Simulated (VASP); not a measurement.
Set up this calculation in VASP 6.6.1, as the native input.

* Task: single point
* Functional: PBE
* Potentials or basis: VASP PAW PBE potentials, release 64 (Cd, S)
* Cutoff: 520 eV
* k mesh: 4 × 4 × 4
* Occupations: gaussian, width 0.1 eV
* Spin: no spin polarisation
* Dipole correction: no
* Further INCAR settings: ALGO = Normal; EDIFF = 1e-07; NBANDS = 26

The structure of CdS4 lies in POSCAR:

```
CdS4
1.0
    4.6883412500      0.0000000000      0.0000000000
    0.0000000000      4.6883412500      0.0000000000
    0.0000000000      0.0000000000      6.1499471800
Cd S
1 4
Direct
    0.0000000000      0.0000000000      0.5000000000
    0.0000000000      0.5000000000      0.1530061900
    0.5000000000      0.0000000000      0.1530061900
    0.0000000000      0.5000000000      0.8469938100
    0.5000000000      0.0000000000      0.8469938100
```

The cell was built from a structure type or drawn by symmetry, and may not be a known phase.

The input as run:

INCAR

```
SYSTEM = CdS4
PREC = Accurate
ENCUT = 520
EDIFF = 1E-7
ISMEAR = 0
SIGMA = 0.1
LREAL = .False.
LASPH = .True.
NELM = 100
ALGO = Normal
ISIF = 2
LWAVE = .False.
LCHARG = .True.
GGA = PE
LELF = .True.
LVHAR = .True.
NBANDS = 26
```

KPOINTS

```
Automatic mesh
0
Gamma
  4 4 4
  0 0 0
```

Potentials or basis: VASP PAW PBE potentials, release 64 (Cd, S).

The run is started by

```console
$ cat potpaw_PBE.64/Cd/POTCAR potpaw_PBE.64/S/POTCAR > POTCAR
$ mpirun -np 1 vasp_std > vasp.out
```

It gave:

The pressure is 0.5 GPa. The largest force is 1.310 eV/Å and the band gap on the k mesh is zero (bands 18 and 19 overlap by 1.61 eV).

Caveat: forces of over 1 eV/Å act on the atoms, so gaps and moduli don't describe the material at rest.

Run time: 25 s on 1 thread of Intel(R) Xeon(R) 6975P-C (Granite Rapids), on a shared host, peak memory 0.25 GiB.
